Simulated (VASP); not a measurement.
Runs of VASP 6.6.1 on Ta. The structure is that of space group Fd-3m (No. 227), or close to it. The cells are those of the table. 

```csv
cell,gap on the mesh (eV),pressure (GPa)
"a = 3.795 Å, angles 60.0°, 2 atoms",none,(a)
"a = 3.257 Å, angles 60.0°, 2 atoms",none,331.4
"a = 4.136 Å, angles 60.0°, 2 atoms",none,11.3
"a = 3.599 Å, angles 60.0°, 2 atoms",none,108.5
"a = 3.425 Å, angles 60.0°, 2 atoms",none,(b)
```

Alike in all rows: task single point; level PBE; potentials or basis VASP PAW PBE potentials, release 64 (Ta_pv); no spin polarisation; k mesh 12 × 12 × 12; cutoff (eV) 520; smearing fermi-dirac 0.08 eV.

**Question.** Fill in the values left out.

**Answer.** (a) 54.0; (b) 192.6.

Caveats: spin-orbit coupling is left out, which moves the levels of the heavy elements.

A k mesh can miss the band edges, and the runs leave out spin-orbit coupling on Ta.

A gap of «none» marks levels without a gap at the run's occupations.
